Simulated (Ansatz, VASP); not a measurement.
**Two plane-wave programs on SnO2**

```
CELL_PARAMETERS angstrom
4.75732 0.00000 0.00000
0.00000 4.75823 0.00000
0.00000 0.00000 3.19970
ATOMIC_POSITIONS crystal
Sn 0.50000 0.50000 0.50000
Sn 0.00000 0.00000 0.00000
O 0.30458 0.30657 0.00000
O 0.80458 0.19343 0.50000
O 0.19542 0.80657 0.50000
O 0.69542 0.69343 0.00000
```

Alike in both runs: functional r2SCAN; k mesh 4 × 4 × 6; occupations gaussian, width 0.1 eV; no spin polarisation.

Ansatz relaxed the structure, and its values are those at the end. VASP's run is a single point on that final structure, the one shown.

|  | VASP | Ansatz |
| --- | --- | --- |
| version | VASP 6.6.1 | Ansatz 0.2.0 |
| potentials or method | VASP PAW PBE potentials, release 64 (Sn_d, O), cutoff 520 eV | scalar-relativistic, plane waves, PAW |
| valence electrons in the cell | 52 | 52 |

|  | VASP | Ansatz | Ansatz less VASP |
| --- | --- | --- | --- |
| gap on the k mesh at the Fermi level (eV) | 1.80 | 1.79 | -0.010 |
| least direct gap on the mesh (eV) | 1.80 | 1.79 | -0.010 |
| pressure (GPa) | 1.3 | 0.0 | -1.29 |
| rms of the force components (eV/Å) | 0.010 | 0.023 | +0.0130 |

VASP's potentials were made for PBE, not for r2SCAN. The functional is the same, so the differences come from potentials, cutoffs and numerics.
